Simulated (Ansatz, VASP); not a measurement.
MgO: VASP beside Ansatz

```
CELL_PARAMETERS angstrom
0.00000 2.13515 2.13515
2.13515 0.00000 2.13515
2.13515 2.13515 0.00000
ATOMIC_POSITIONS crystal
Mg 0.00000 0.00000 0.00000
O 0.35949 0.35949 0.54115
```

Alike in both runs: task single point; functional PBEsol; k mesh 10 × 10 × 10; occupations gaussian, width 0.05 eV; no spin polarisation.

|  | VASP | Ansatz |
| --- | --- | --- |
| version | VASP 6.6.1 | Ansatz 0.2.0 |
| potentials or method | VASP PAW PBE potentials, release 64 (Mg, O), cutoff 520 eV | scalar-relativistic, plane waves, PAW |
| valence electrons in the cell | 8 | 16 |

Ansatz gave:

| Item | Value |
| --- | --- |
| gap on the k mesh at the Fermi level (eV) | 4.00 |
| least direct gap on the mesh (eV) | 4.01 |
| rms of the force components (eV/Å) | 6.072 |

Task: Estimate VASP's values.

Result: gap on the k mesh at the Fermi level (eV): 4.02; least direct gap on the mesh (eV): 4.03; rms of the force components (eV/Å): 6.339.

VASP's potentials were made for PBE, not for PBEsol. Atom by atom the forces differ by 0.267 eV/Å (rms over components). The functional is the same, so the differences come from potentials, cutoffs and numerics. VASP's potentials hold 8 valence electrons a cell and Ansatz's 16, so a difference there can come from the potentials and not from the codes.
